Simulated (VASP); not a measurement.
# GaP (I-4m2) in VASP: notebook, part 2 of 2

VASP 6.6.1. The steps go on from the part before.

### 3 Single point, PBEsol (strain +0.040 along x and y, -0.080 along z)

Contents of INCAR:

```
SYSTEM = GaP
  PREC = Accurate
  ENCUT = 520
  EDIFF = 1E-6
  ISMEAR = 0
  SIGMA = 0.05
  LREAL = .False.
  LASPH = .True.
  NELM = 60
  ALGO = Normal
  ISIF = 2
  LWAVE = .False.
  LCHARG = .True.
  GGA = PS
  LELF = .True.
  LVHAR = .True.
  NBANDS = 16
```

Contents of KPOINTS:

```
Automatic mesh
0
Gamma
  8 8 8
  0 0 0
```

Contents of POSCAR:

```
GaP
1.0
    0.0000000000      2.8342600000      2.5072300000
    2.8342600000      0.0000000000      2.5072300000
    2.8342600000      2.8342600000      0.0000000000
Ga P
1 1
Direct
    0.0000000000      0.0000000000      0.0000000000
    0.7500000000      0.7500000000      0.7500000000
```

Potentials or basis: VASP PAW PBE potentials, release 64 (Ga_d, P).

On the command line:

```sh
$ cat potpaw_PBE.64/Ga_d/POTCAR potpaw_PBE.64/P/POTCAR > POTCAR
$ mpirun -np 1 vasp_std > vasp.out
```

OUTCAR:

```text
SYSTEM = GaP
   PREC = Accurate
   ENCUT = 520
   EDIFF = 1E-6
   ISMEAR = 0
   LREAL = .False.
   LASPH = .True.
   NELM = 60
   ISIF = 2
   GGA = PS

 ion  position               nearest neighbor table
   1  0.000  0.000  0.000-   2 2.36   2 2.36   2 2.36   2 2.36
   2  0.750  0.750  0.750-   1 2.36   1 2.36   1 2.36   1 2.36

  LATTYP: Found a body centered tetragonal cell.
 ALAT       =     4.0082489313
 C/A-ratio  =     1.2510350744

  Lattice vectors:

 A1 = (   0.0000000000,  -2.8342600000,  -2.5072300000)
 A2 = (   0.0000000000,   2.8342600000,  -2.5072300000)
 A3 = (   2.8342600000,   0.0000000000,   2.5072300000)

Analysis of symmetry for initial positions (statically):
=====================================================================
 Subroutine PRICEL returns:
 Original cell was already a primitive cell.

 Routine SETGRP: Setting up the symmetry group for a
 body centered tetragonal supercell.

 Subroutine GETGRP returns: Found  8 space group operations
 (whereof  8 operations were pure point group operations)
 out of a pool of 16 trial point group operations.

The static configuration has the point symmetry D_2d.

Analysis of symmetry for dynamics (positions and initial velocities):
=====================================================================
 Subroutine PRICEL returns:
 Original cell was already a primitive cell.

 Routine SETGRP: Setting up the symmetry group for a
 body centered tetragonal supercell.

 Subroutine GETGRP returns: Found  8 space group operations
 (whereof  8 operations were pure point group operations)
 out of a pool of 16 trial point group operations.

The dynamic configuration has the point symmetry D_2d.

 Subroutine INISYM returns: Found  8 space group operations
 (whereof  8 operations are pure point group operations),
 and found     1 'primitive' translations

----------------------------------------------------------------------------------------

[... 106 lines left out ...]
   EFERMI =   0.00;   METHOD = LEGACY
   ISMEAR =     0;   SIGMA  =   0.05  broadening in eV -4-tet -1-fermi 0-gaus
   EFERMI_NEDOS =   21; number of points for ismear=-14 and -15
   IALGO  =     38    algorithm
   IMIX   =      4    mixing-type and parameters
     AMIX     =   0.40;   BMIX     =  1.00
     AMIX_MAG =   1.60;   BMIX_MAG =  1.00
  volume/ion in A,a.u.               =      20.14       135.92
  Fermi-wavevector in a.u.,A,eV,Ry     =   1.251597  2.365175 21.313456  1.566495
  Thomas-Fermi vector in A             =   2.385537
   LORBIT       =      0    0 simple, 1 ext, 2 COOP (PROOUT), +10 PAW based schemes
   GGA     = PS    functional components
   LHFCALC =     F    Hartree Fock is set to
   AEXX    =    0.0000 exact exchange contribution
   IVDW    =     0    specifies the selected vdW correction
   LEPSILON=     F    determine dielectric tensor
   LRPA    =     F    only Hartree local field effects (RPA)
 non-spin polarized calculation
 Gauss-broadening in eV      SIGMA  =   0.05
  energy-cutoff  :      520.00
  volume of cell :       40.28
 maximum number of plane-waves:      1102
   NGX = 15   NGY = 15   NGZ = 15

 number of electron      17.9999999 magnetization

 Free energy of the ion-electron system (eV)
  ---------------------------------------------------
  ext. energy  EPLUGINS =         0.00000000
  ---------------------------------------------------
  free energy    TOTEN  =        -9.84066910 eV

  energy without entropy =       -9.84066910  energy(sigma->0) =       -9.84066910

 E-fermi :   5.2064     XC(G=0): -10.0590

 val. band max:        4.9966602711   @ k =   0.0000   0.0000   0.0000
 cond. band min:       5.4062886497   @ k =   0.3750   0.3750   0.0000
 fundamental gap:      0.4096283786
 Fermi energy:         5.2063948810

 k-point     1 :       0.0000    0.0000    0.0000
  band No.  band energies     occupation
      1      -9.9481      2.00000
      2      -9.9481      2.00000
      3      -9.9153      2.00000
      4      -9.8531      2.00000
      5      -9.8316      2.00000
      6      -7.9098      2.00000
[... 433 lines left out ...]
      3      -9.9007      2.00000
      4      -9.8520      2.00000
      5      -9.8243      2.00000
      6      -6.4682      2.00000
[... 8 lines left out ...]
     15      14.8683      0.00000
     16      16.1279      0.00000

 [... further k-points ...]
[... 5 lines left out ...]
  --------------------------------------------------------------------------------------
  -------------------------------------------------------------------------------------
  Total       -0.7508666     -0.7508666      1.0541071      0.0000000      0.0000000     -0.0000000
  in kB      -29.8655024    -29.8655024     41.9268070      0.0000000      0.0000000     -0.0000000
  external PRESSURE =      -5.9347326 kB  Pullay stress =       0.0000000 kB

 VOLUME and BASIS-vectors are now :
 -----------------------------------------------------------------------------
  energy-cutoff  :      520.00
  volume of cell :       40.28
      direct lattice vectors                 reciprocal lattice vectors
     0.000000000  2.834260000  2.507230000    -0.176412891  0.176412891  0.199423268
     2.834260000  0.000000000  2.507230000     0.176412891 -0.176412891  0.199423268
     2.834260000  2.834260000  0.000000000     0.176412891  0.176412891 -0.199423268

 POSITION                                       TOTAL-FORCE (eV/Angst)
 -----------------------------------------------------------------------------------
      0.00000      0.00000      0.00000        -0.000000     -0.000000      0.000000
      4.25139      4.25139      3.76084         0.000000      0.000000     -0.000000
 -----------------------------------------------------------------------------------
    total drift:                               -0.000001     -0.000001     -0.000008

  FREE ENERGIE OF THE ION-ELECTRON SYSTEM (eV)
  ---------------------------------------------------
  free  energy   TOTEN  =        -9.8406691048 eV

  energy  without entropy=       -9.8406691047  energy(sigma->0) =       -9.84066910
```

stdout:

```text
POSCAR found type information on POSCAR GaP
 POSCAR found :  2 types and       2 ions
 scaLAPACK will be used
 -----------------------------------------------------------------------------
|                                                                             |
|                                                                             |
|     You enforced a specific xc type in the INCAR file but a different       |
|     I HOPE YOU KNOW WHAT YOU ARE DOING!                                     |
|                                                                             |
 -----------------------------------------------------------------------------

 LDA part: xc-table for (Slater+PW92), standard interpolation
 POSCAR, INCAR and KPOINTS ok, starting setup
 FFT: planning ... GRIDC
 FFT: planning ... GRID_SOFT
 FFT: planning ... GRID
 WAVECAR not read
 entering main loop
```

Wall time 47 s (1 thread of Intel Xeon Platinum 8259CL at 2.50GHz (Skylake/Cascade Lake), shared host); peak memory 0.18 GiB.

What came out:

```
Free energy            : -9.8407 eV
Pressure               : -0.6 GPa
Band gap on the k mesh : 0.41 eV (least direct gap 1.32 eV)
```

Stress tensor (GPa, compression positive):
```
-2.99  0.00  0.00
 0.00 -2.99  0.00
 0.00  0.00  4.19
```

Levels at points of the mesh, in eV from the valence-band top:
| k point | band 6 | band 7 | band 8 | band 9 | band 10 | band 11 | band 12 | band 13 |
| --- | --- | --- | --- | --- | --- | --- | --- | --- |
| (0.00, 0.00, 0.00) | -12.91 | -0.57 | -0.57 | 0.00 | 1.32 | 3.38 | 3.64 | 3.64 |
| (0.50, 0.00, 0.00) | -10.79 | -7.07 | -1.95 | -1.05 | 0.97 | 3.83 | 5.07 | 7.90 |
| (0.50, 0.50, 0.00) | -9.53 | -6.63 | -3.62 | -3.62 | 0.58 | 0.66 | 10.13 | 10.13 |
| (0.50, 0.00, 0.50) | -10.07 | -7.44 | -2.80 | -2.71 | 1.46 | 1.78 | 9.46 | 9.52 |

Caveat: the cell differs from its parent crystal (strain +0.040 along x and y, -0.080 along z); the stress differs along the axes, from -3 to 4 GPa; semilocal functionals underestimate gaps, and a narrow one can read as zero; the PAW data sets were made with another functional, which shifts forces and pressure a little.

### 4 Single point, PBEsol (strain -0.040 along x and y, +0.080 along z)

Contents of INCAR:

```
ALGO     = Normal         # electronic algorithm
EDIFF    = 1E-7           # SCF threshold, eV
ENCUT    = 520            # plane-wave cutoff, eV
GGA      = PS             # functional
ISIF     = 2              # what is computed and relaxed
ISMEAR   = 0              # smearing method
LASPH    = T              # aspherical terms in the spheres
LCHARG   = F              # write CHGCAR
LREAL    = F              # projectors in reciprocal space
LWAVE    = F              # write WAVECAR
NBANDS   = 16             # bands
NELM     = 60             # most SCF steps
PREC     = Accurate       # precision mode
SIGMA    = 0.05           # smearing width, eV
```

Contents of KPOINTS:

```
k-points
0
Gamma
  8 8 8
```

Contents of POSCAR:

```
GaP
1.0
    0.0000000000      2.6162400000      2.9432700000
    2.6162400000      0.0000000000      2.9432700000
    2.6162400000      2.6162400000      0.0000000000
Ga P
1 1
Direct
    0.0000000000      0.0000000000      0.0000000000
    0.7500000000      0.7500000000      0.7500000000
```

On the command line:

```sh
$ cat potpaw_PBE.64/Ga_d/POTCAR potpaw_PBE.64/P/POTCAR > POTCAR
$ mpirun -np 1 vasp_std > vasp.out
```

Run time: 50 s. Hardware: 1 thread of Intel Xeon Platinum 8259CL at 2.50GHz (Skylake/Cascade Lake), shared host; peak memory 0.18 GiB.

Results (log left out):

| Quantity | Value |
| --- | --- |
| Free energy | -9.8214 eV |
| Pressure | -0.5 GPa |
| Band gap on the k mesh | 0.94 eV (least direct gap 1.39 eV) |

Stress tensor (GPa, compression positive):
```
 3.10  0.00  0.00
 0.00  3.10  0.00
 0.00  0.00 -7.61
```

Levels at points of the mesh, in eV from the valence-band top:
| k point | band 6 | band 7 | band 8 | band 9 | band 10 | band 11 | band 12 | band 13 |
| --- | --- | --- | --- | --- | --- | --- | --- | --- |
| (0.00, 0.00, 0.00) | -12.80 | -0.80 | 0.00 | 0.00 | 1.39 | 3.57 | 3.57 | 3.82 |
| (0.50, 0.00, 0.00) | -10.69 | -6.96 | -1.91 | -0.85 | 1.02 | 4.32 | 4.88 | 7.96 |
| (0.50, 0.50, 0.00) | -10.14 | -7.59 | -2.39 | -2.39 | 1.85 | 2.22 | 10.05 | 10.31 |
| (0.50, 0.00, 0.50) | -9.59 | -6.80 | -3.24 | -3.17 | 1.00 | 1.11 | 9.51 | 9.53 |

Caveat: the cell differs from its parent crystal (strain -0.040 along x and y, +0.080 along z); the stress differs along the axes, from -8 to 3 GPa; the PAW data sets were made with another functional, which shifts forces and pressure a little. A k mesh can miss the band edges.

### 5 Overview

```csv
cell,gap on the mesh (eV),pressure (GPa)
"a = 3.857, b = 3.857, c = 3.700 Å, angles 61.3, 61.3, 57.3°, 2 atoms",1.05,3.1
"a = 3.784, b = 3.784, c = 4.008 Å, angles 58.0, 58.0, 64.0°, 2 atoms",0.41,-0.6
"a = 3.938, b = 3.938, c = 3.700 Å, angles 62.0, 62.0, 56.0°, 2 atoms",0.94,-0.5
```

Alike in all rows: task single point; level PBEsol; potentials or basis VASP PAW PBE potentials, release 64 (Ga_d, P); no spin polarisation; k mesh 8 × 8 × 8; cutoff (eV) 520; smearing gaussian 0.05 eV.

Caveats: the PAW data sets were made with another functional, which shifts forces and pressure a little; the stress differs along the axes, from -2 to 5 GPa (at least some runs); the stress differs along the axes, from -3 to 4 GPa (at least some runs); semilocal functionals underestimate gaps, and a narrow one can read as zero (at least some runs); the stress differs along the axes, from -8 to 3 GPa (at least some runs).

Total energies depend on the potentials used, so only differences within one code and one set of settings carry meaning.
